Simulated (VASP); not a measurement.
Wanted: the native input for a VASP 6.6.1 run.

| Quantity | Value |
| --- | --- |
| Task | relaxation of the atoms |
| Functional | PBE |
| Potentials or basis | VASP PAW PBE potentials, release 64 (Al, H) |
| Cutoff | 520 eV |
| k mesh | 9 × 9 × 1 |
| Occupations | gaussian, width 0.1 eV |
| Spin | no spin polarisation |
| Dipole correction | yes |
| Atoms held fixed (from 0) | [0, 1, 2, 3, 4, 5, 6] |
| Further INCAR settings | ALGO = Normal; EDIFF = 1e-06; IBRION = 2; EDIFFG = -0.025; NSW = 50 |
| Atoms held along some axes (from 0) | atom 8 along a and b |

The structure of Al8H lies in POSCAR:

```
Al8H
1.0
    2.8543223330      0.0000000000      0.0000000000
   -1.4271611665      2.4719156510      0.0000000000
    0.0000000000      0.0000000000     31.9760593533
Al H
8 1
Selective dynamics
Direct
    0.3333333333      0.6666666667      0.1250935882  F F F
    0.0000000000      0.0000000000      0.1984546650  F F F
    0.6666666667      0.3333333333      0.2718157419  F F F
    0.0000000000      0.0000000000      0.3451768186  F F F
    0.3333333333      0.6666666667      0.4179469871  F F F
    0.0000000000      0.0000000000      0.4916851455  F F F
    0.6666666667      0.3333333333      0.5654358086  F F F
    0.0000000000      0.0000000000      0.6403559340  T T T
    0.8333333333      0.6666666667      0.6777829759  F F T
```

The input as run:

INCAR

```
SYSTEM = Al8H
PREC = Accurate
ENCUT = 520
EDIFF = 1E-6
ISMEAR = 0
SIGMA = 0.1
LREAL = .FALSE.
LASPH = .TRUE.
NELM = 80
ALGO = Normal
ISIF = 2
LWAVE = .FALSE.
LCHARG = .FALSE.
LDIPOL = .TRUE.
IDIPOL = 3
DIPOL = 0.5 0.5 0.415
GGA = PE
IBRION = 2
NSW = 50
EDIFFG = -0.025
```

KPOINTS

```
Automatic mesh
0
G
  9 9 1
  0 0 0
```

Potentials or basis: VASP PAW PBE potentials, release 64 (Al, H).

Launch:

```console
$ cat potpaw_PBE.64/Al/POTCAR potpaw_PBE.64/H/POTCAR > POTCAR
$ mpirun -np 1 vasp_std > vasp.out
```

It gave:

```yaml
Energy_gained_by_relaxing: 28.0 meV/atom
Ionic_steps: 11
```

Caveat: the highest band is partly filled, so the run has too few bands.

It took 29 min on 1 thread of Intel Xeon 8259CL, on a shared host, peak memory 0.42 GiB.
